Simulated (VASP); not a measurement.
# SnSe in VASP: single point with PBEsol

Aim: the single point of SnSe with PBEsol.

All numbers are computed with VASP 6.6.1; they aren't measurements. Logs are shortened: lines on timing, memory, paths and dates and some standing lists are left out, and cuts for length are marked.

## 1. The cell of the first run

The cell holds a slab with vacuum, 6 atoms: a = 4.204 Å, b = 4.204 Å, c = 25.582 Å, α = 90.00°, β = 90.00°, γ = 120.00°.

## 2. Single point, PBEsol

INCAR reads:

```
PREC = Accurate
ENCUT = 520
EDIFF = 1E-7
ISMEAR = 0
SIGMA = 0.05
LREAL = False
LASPH = True
NELM = 80
ALGO = Normal
ISIF = 2
LWAVE = False
LCHARG = False
LDIPOL = True
IDIPOL = 3
DIPOL = 0.5 0.5 0.498
GGA = PS
NBANDS = 39
```

KPOINTS reads:

```
regular mesh
0
Gamma
  9 9 1
```

POSCAR reads:

```
SnSe
1.0
    4.2041099673      0.0000000000      0.0000000000
   -2.1020549836      3.6408660320      0.0000000000
    0.0000000000      0.0000000000     25.5816035353
Se Sn
3 3
Direct
    0.3333333333      0.6666666667      0.3322700232
    0.0000000000      0.0000000000      0.4664540046
    0.6666666667      0.3333333333      0.6060424067
    0.6666666667      0.3333333333      0.3993620139
    0.3333333333      0.6666666667      0.5237264690
    0.0000000000      0.0000000000      0.6621122661
```

Potentials or basis: VASP PAW PBE potentials, release 64 (Se, Sn_d).

Launch:

```
cat potpaw_PBE.64/Se/POTCAR potpaw_PBE.64/Sn_d/POTCAR > POTCAR
mpirun -np 1 vasp_std > vasp.out
```

OUTCAR:

```text
PREC = Accurate
   ENCUT = 520
   EDIFF = 1E-7
   ISMEAR = 0
   LREAL = False
   LASPH = True
   NELM = 80
   ISIF = 2
   GGA = PS

 ion  position               nearest neighbor table
   1  0.333  0.667  0.332-   4 2.97   4 2.97   4 2.97
   2  0.000  0.000  0.466-   5 2.84   5 2.84   5 2.84   4 2.97   4 2.97   4 2.97
   3  0.667  0.333  0.606-   6 2.82   6 2.82   6 2.82   5 3.21   5 3.21   5 3.21
   4  0.667  0.333  0.399-   2 2.97   1 2.97   1 2.97   2 2.97   2 2.97   1 2.97
   5  0.333  0.667  0.524-   2 2.84   2 2.84   2 2.84   3 3.21   3 3.21   3 3.21
   6  0.000  0.000  0.662-   3 2.82   3 2.82   3 2.82

  LATTYP: Found a hexagonal cell.
 ALAT       =     4.2041099673
 C/A-ratio  =     6.0849035192

  Lattice vectors:

 A1 = (   4.2041099673,   0.0000000000,   0.0000000000)
 A2 = (  -2.1020549836,   3.6408660320,   0.0000000000)
 A3 = (   0.0000000000,   0.0000000000,  25.5816035353)

Analysis of symmetry for initial positions (statically):
=====================================================================
 Subroutine PRICEL returns:
 Original cell was already a primitive cell.

 Routine SETGRP: Setting up the symmetry group for a
 hexagonal supercell.

 Subroutine GETGRP returns: Found  6 space group operations
 (whereof  6 operations were pure point group operations)
 out of a pool of 24 trial point group operations.

The static configuration has the point symmetry C_3v.

Analysis of symmetry for dynamics (positions and initial velocities):
=====================================================================
 Subroutine PRICEL returns:
 Original cell was already a primitive cell.

 Routine SETGRP: Setting up the symmetry group for a
 hexagonal supercell.

 Subroutine GETGRP returns: Found  6 space group operations
 (whereof  6 operations were pure point group operations)
 out of a pool of 24 trial point group operations.

The dynamic configuration has the point symmetry C_3v.

 Subroutine INISYM returns: Found  6 space group operations
 (whereof  6 operations are pure point group operations),
 and found     1 'primitive' translations

----------------------------------------------------------------------------------------

                                     Primitive cell

  volume of cell :     391.5674

  direct lattice vectors                    reciprocal lattice vectors
     4.204109967  0.000000000  0.000000000     0.237862475  0.137329964  0.000000000
    -2.102054984  3.640866032  0.000000000     0.000000000  0.274659927  0.000000000
     0.000000000  0.000000000 25.581603535     0.000000000  0.000000000  0.039090591

  length of vectors
     4.204109967  4.204109967 25.581603535     0.274659927  0.274659927  0.039090591

  position of ions in fractional coordinates (direct lattice)
     0.333333333  0.666666667  0.332270023
     0.000000000  0.000000000  0.466454005
     0.666666667  0.333333333  0.606042407
     0.666666667  0.333333333  0.399362014
     0.333333333  0.666666667  0.523726469
     0.000000000  0.000000000  0.662112266

  ion indices of the primitive-cell ions
   primitive index   ion index
                 1           1
                 2           2
                 3           3
                 4           4
                 5           5
                 6           6

----------------------------------------------------------------------------------------

 KPOINTS: regular mesh

Automatic generation of k-mesh.
 Grid dimensions read from file:
 generate k-points for:    9    9    1

 Generating k-lattice:

  Cartesian coordinates                     Fractional coordinates (reciprocal lattice)
     0.026429164  0.015258885  0.000000000     0.111111111  0.000000000  0.000000000
     0.000000000  0.030517770  0.000000000     0.000000000  0.111111111  0.000000000
     0.000000000  0.000000000  0.039090591     0.000000000  0.000000000  1.000000000

  Length of vectors
     0.030517770  0.030517770  0.039090591

  Shift w.r.t. Gamma in fractional coordinates (k-lattice)
     0.000000000  0.000000000  0.000000000

 Subroutine IBZKPT returns following result:
 ===========================================

 Found     12 irreducible k-points:

 Following reciprocal coordinates:
            Coordinates               Weight
  0.000000  0.000000  0.000000      1.000000
  0.111111  0.000000  0.000000      6.000000
  0.222222  0.000000  0.000000      6.000000
  0.333333  0.000000  0.000000      6.000000
  0.444444  0.000000  0.000000      6.000000
  0.111111  0.111111  0.000000      6.000000
  0.222222  0.111111  0.000000     12.000000
  0.333333  0.111111  0.000000     12.000000
  0.444444  0.111111  0.000000      6.000000
  0.222222  0.222222  0.000000      6.000000
  0.333333  0.222222  0.000000     12.000000
  0.333333  0.333333  0.000000      2.000000
   k-points           NKPTS =     12   k-points in BZ     NKDIM =     12   number of bands    NBANDS=     39
   number of dos      NEDOS =    301   number of ions     NIONS =      6
   total plane-waves  NPLWV = 196608
   dimension x,y,z NGX =    32 NGY =   32 NGZ =  192
   dimension x,y,z NGXF=    64 NGYF=   64 NGZF=  384
   ions per type =               3   3
   NGX,Y,Z   is equivalent  to a cutoff of  12.65, 12.65, 12.48 a.u.
   NGXF,Y,Z  is equivalent  to a cutoff of  25.31, 25.31, 24.95 a.u.
 SYSTEM =  unknown system
   PREC   = accura    normal or accurate (medium, high low for compatibility)
   ISTART =      0    job   : 0-new  1-cont  2-samecut
   ICHARG =      2    charge: 1-file 2-atom 10-const
   ISPIN  =      1    spin polarized calculation?
   LNONCOLLINEAR =      F non collinear calculations
   LSORBIT =      F    spin-orbit coupling
   LASPH  =      T    aspherical Exc in radial PAW
   ENCUT  =  520.0 eV  38.22 Ry    6.18 a.u.   7.82  7.82 47.56*2*pi/ulx,y,z
   NELM   =     80;   NELMIN=  2; NELMDL= -5     # of ELM steps
   EDIFF  = 0.1E-06   stopping-criterion for ELM
   LREAL  =      F    real-space projection
   EDIFFG = 0.1E-05   stopping-criterion for IOM
   NSW    =      0    number of steps for IOM
   IBRION =     -1    ionic relax: 0-MD 1-quasi-New 2-CG
   NFREE  =      0    steps in history (QN), initial steepest desc. (CG)
   ISIF   =      2    stress and relaxation
   ISYM   =      2    0-nonsym 1-usesym 2-fastsym
   POTIM  = 0.5000    time-step for ionic-motion
   TEBEG  =    0.0;   TEEND  =   0.0 temperature during run
   PSTRESS=    0.0 pullay stress
   NELECT =      60.0000    total number of electrons
   NUPDOWN=      -1.0000    fix difference up-down
   EMIN   =  10.00;   EMAX   =-10.00  energy-range for DOS
   EFERMI =   0.00;   METHOD = LEGACY
   ISMEAR =     0;   SIGMA  =   0.05  broadening in eV -4-tet -1-fermi 0-gaus
   EFERMI_NEDOS =   21; number of points for ismear=-14 and -15
   IALGO  =     38    algorithm
   IMIX   =      4    mixing-type and parameters
     AMIX     =   0.40;   BMIX     =  1.00
     AMIX_MAG =   1.60;   BMIX_MAG =  1.00
  volume/ion in A,a.u.               =      65.26       440.40
  Fermi-wavevector in a.u.,A,eV,Ry     =   0.876038  1.655472 10.441696  0.767443
  Thomas-Fermi vector in A             =   1.995793
   LORBIT       =      0    0 simple, 1 ext, 2 COOP (PROOUT), +10 PAW based schemes
   GGA     = PS    functional components
   LHFCALC =     F    Hartree Fock is set to
   AEXX    =    0.0000 exact exchange contribution
   IVDW    =     0    specifies the selected vdW correction
   LEPSILON=     F    determine dielectric tensor
   LRPA    =     F    only Hartree local field effects (RPA)
 non-spin polarized calculation
 Gauss-broadening in eV      SIGMA  =   0.05
  energy-cutoff  :      520.00
  volume of cell :      391.57
 maximum number of plane-waves:     10572
 NGX is ok and might be reduce to    32
   NGX = 15   NGY = 15   NGZ = 95

 number of electron      60.0000003 magnetization

 dipolmoment           0.000000      0.000000     -0.196050 electrons x Angstroem

 Free energy of the ion-electron system (eV)
  ---------------------------------------------------
  ext. energy  EPLUGINS =         0.00000000
  ---------------------------------------------------
  free energy    TOTEN  =       -25.44353997 eV

  energy without entropy =      -25.44315067  energy(sigma->0) =      -25.44334532

 E-fermi :  -0.5138     XC(G=0):  -4.6110

 val. band max:       -0.5915142984   @ k =   0.1111   0.1111   0.0000
 cond. band min:      -0.4307105636   @ k =   0.4444   0.0000   0.0000
 fundamental gap:      0.1608037348
 Fermi energy:        -0.5138076050

 k-point     1 :       0.0000    0.0000    0.0000
  band No.  band energies     occupation
      1     -22.6032      2.00000
      2     -22.6032      2.00000
      3     -22.5581      2.00000
      4     -22.5581      2.00000
      5     -22.5510      2.00000
      6     -22.1898      2.00000
[... 31 lines left out ...]
     38       2.9940      0.00000
     39       3.5214      0.00000

 k-point     2 :       0.1111    0.0000    0.0000
  band No.  band energies     occupation
      1     -22.6042      2.00000
      2     -22.6011      2.00000
      3     -22.5596      2.00000
      4     -22.5584      2.00000
      5     -22.5497      2.00000
      6     -22.1911      2.00000
[... 31 lines left out ...]
     38       2.9877      0.00000
     39       3.4565      0.00000

 k-point     3 :       0.2222    0.0000    0.0000
  band No.  band energies     occupation
      1     -22.6071      2.00000
      2     -22.5961      2.00000
      3     -22.5630      2.00000
      4     -22.5589      2.00000
      5     -22.5464      2.00000
      6     -22.1950      2.00000
[... 328 lines left out ...]
 k-point    11 :       0.3333    0.2222    0.0000
  band No.  band energies     occupation
      1     -22.6091      2.00000
      2     -22.5904      2.00000
      3     -22.5665      2.00000
      4     -22.5621      2.00000
      5     -22.5398      2.00000
      6     -22.1987      2.00000
[... 31 lines left out ...]
     38       4.0022      0.00000
     39       4.1368      0.00000

 k-point    12 :       0.3333    0.3333    0.0000
  band No.  band energies     occupation
      1     -22.6076      2.00000
      2     -22.5916      2.00000
      3     -22.5650      2.00000
      4     -22.5640      2.00000
      5     -22.5395      2.00000
      6     -22.1968      2.00000
[... 31 lines left out ...]
     38       3.8363      0.00000
     39       4.1266      0.00000

------------------------ aborting loop because EDIFF is reached ----------------------------------------

 vacuum level on the upper side and lower side of the slab       (xc-potential included)        -1.215         1.047

  FORCE on cell =-STRESS in cart. coord.  units (eV):
  Direction    XX          YY          ZZ          XY          YZ          ZX
  --------------------------------------------------------------------------------------
  -------------------------------------------------------------------------------------
  Total       -3.0007256     -3.0007256     -1.6332660     -0.0000000      0.0000000      0.0000000
  in kB      -12.2780765    -12.2780765     -6.6828384     -0.0000000      0.0000000      0.0000000
  external PRESSURE =     -10.4129972 kB  Pullay stress =       0.0000000 kB

 VOLUME and BASIS-vectors are now :
 -----------------------------------------------------------------------------
  energy-cutoff  :      520.00
  volume of cell :      391.57
      direct lattice vectors                 reciprocal lattice vectors
     4.204109967  0.000000000  0.000000000     0.237862475  0.137329964  0.000000000
    -2.102054984  3.640866032  0.000000000     0.000000000  0.274659927  0.000000000
     0.000000000  0.000000000 25.581603535     0.000000000  0.000000000  0.039090591

 POSITION                                       TOTAL-FORCE (eV/Angst)
 -----------------------------------------------------------------------------------
     -0.00000      2.42724      8.50000        -0.000000     -0.000000      1.752351
      0.00000      0.00000     11.93264        -0.000000     -0.000000      0.745683
      2.10205      1.21362     15.50354         0.000000     -0.000000     -0.018448
      2.10205      1.21362     10.21632        -0.000000     -0.000000     -2.526420
     -0.00000      2.42724     13.39776         0.000000     -0.000000      0.027048
      0.00000      0.00000     16.93789         0.000000      0.000000      0.019786
 -----------------------------------------------------------------------------------
    total drift:                                0.000000     -0.000001     -0.001993

  FREE ENERGIE OF THE ION-ELECTRON SYSTEM (eV)
  ---------------------------------------------------
  free  energy   TOTEN  =       -25.4435399722 eV

  energy  without entropy=      -25.4431506743  energy(sigma->0) =      -25.44334532

 vacuum level on the upper side and lower side of the slab         3.073         5.385
```

It took 3.7 min on 1 thread of Intel Xeon Platinum 8488C (Sapphire Rapids), shared host; peak memory 0.53 GiB.

What came out:

* Free energy: -25.4435 eV
* Largest force: 2.526 eV/Å
* Band gap on the k mesh: 0.16 eV, indirect (least direct gap 0.35 eV)

Forces on the atoms (eV/Å):
```
Se   0.000  0.000  1.752
Se   0.000  0.000  0.746
Se   0.000  0.000 -0.018
Sn   0.000  0.000 -2.526
Sn   0.000  0.000  0.027
Sn   0.000  0.000  0.020
```

Levels at points of the mesh, in eV from the valence-band top:
| k point | band 26 | band 27 | band 28 | band 29 | band 30 | band 31 | band 32 | band 33 | band 34 | band 35 |
| --- | --- | --- | --- | --- | --- | --- | --- | --- | --- | --- |
| (0.00, 0.00, 0.00) | -1.98 | -1.01 | -0.45 | -0.35 | -0.35 | 0.56 | 1.42 | 1.42 | 1.47 | 2.44 |

Caveat: the PAW data sets were made with another functional, which shifts forces and pressure a little; spin-orbit coupling is left out, which moves the levels of the heavy elements.
